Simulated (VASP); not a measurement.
Input of a VASP 6.6.1 run:

Contents of INCAR:

```
SYSTEM = LiNbO3
PREC     = Accurate       ! precision mode
ENCUT    = 880            ! plane-wave cutoff, eV
EDIFF    = 1E-6           ! SCF threshold, eV
ISMEAR   = 0              ! smearing method
SIGMA    = 0.01           ! smearing width, eV
LREAL    = Auto         
LASPH    = .TRUE.         ! aspherical terms in the spheres
NELM     = 120            ! most SCF steps
ALGO     = Normal         ! electronic algorithm
ISIF     = 2              ! what is computed and relaxed
LWAVE    = .FALSE.        ! write WAVECAR
LCHARG   = .TRUE.         ! write CHGCAR
GGA      = PE             ! functional
LELF     = .TRUE.         ! ELF
LVHAR    = .TRUE.       
NBANDS   = 162            ! bands
GGA_COMPAT= .FALSE.      
ISYM     = -1
```

The input KPOINTS:

```
explicit points
1
Reciprocal
  0.25000000   0.25000000   0.25000000 1
```

File POSCAR:

```
LiNbO3
1.0
    2.5949501400      1.4981951600      4.6722232500
   -5.1899002700      2.9963903200      9.3444465000
    0.0000000000     -5.9927806400      9.3444465000
Li Nb O
8 8 24
Direct
    0.7183927777      0.3591123703      0.3591771180
    0.2183927777      0.1091771180      0.1091123703
    0.7183927777      0.3591123703      0.8591771180
    0.2183927777      0.1091771180      0.6091123703
    0.7183927777      0.8591123703      0.3591771180
    0.2183927777      0.6091771180      0.1091123703
    0.7183927777      0.8591123703      0.8591771180
    0.2183927777      0.6091771180      0.6091123703
    0.9995011365      0.4999236378      0.4999463415
    0.4995011365      0.2499463415      0.2499236378
    0.9995011365      0.4999236378      0.9999463415
    0.4995011365      0.2499463415      0.7499236378
    0.9995011365      0.9999236378      0.4999463415
    0.4995011365      0.7499463415      0.2499236378
    0.9995011365      0.9999236378      0.9999463415
    0.4995011365      0.7499463415      0.7499236378
    0.2781285329      0.3212309634      0.4443346947
    0.6419945347      0.4446730060      0.1396076173
    0.8901680283      0.1394001481      0.3207791129
    0.3901680283      0.0707791129      0.3894001481
    0.7781285329      0.1943346947      0.0712309634
    0.1419945347      0.3896076173      0.1946730060
    0.2781285329      0.3212309634      0.9443346947
    0.6419945347      0.4446730060      0.6396076173
    0.8901680283      0.1394001481      0.8207791129
    0.3901680283      0.0707791129      0.8894001481
    0.7781285329      0.1943346947      0.5712309634
    0.1419945347      0.3896076173      0.6946730060
    0.2781285329      0.8212309634      0.4443346947
    0.6419945347      0.9446730060      0.1396076173
    0.8901680283      0.6394001481      0.3207791129
    0.3901680283      0.5707791129      0.3894001481
    0.7781285329      0.6943346947      0.0712309634
    0.1419945347      0.8896076173      0.1946730060
    0.2781285329      0.8212309634      0.9443346947
    0.6419945347      0.9446730060      0.6396076173
    0.8901680283      0.6394001481      0.8207791129
    0.3901680283      0.5707791129      0.8894001481
    0.7781285329      0.6943346947      0.5712309634
    0.1419945347      0.8896076173      0.6946730060
```

Potentials or basis: VASP PAW PBE potentials, release 64 (Li_sv, Nb_sv, O).

Run with:

```sh
$ cat potpaw_PBE.64/Li_sv/POTCAR potpaw_PBE.64/Nb_sv/POTCAR potpaw_PBE.64/O/POTCAR > POTCAR
$ mpirun -np 1 vasp_std > vasp.out
```

(1) Estimate the band gap on the k mesh.

(2) Predict the largest force.

Answers

(1) 3.70 eV.

(2) 0.046 eV/Å.

Caveat: a shifted mesh leaves out Γ, where band edges can lie.
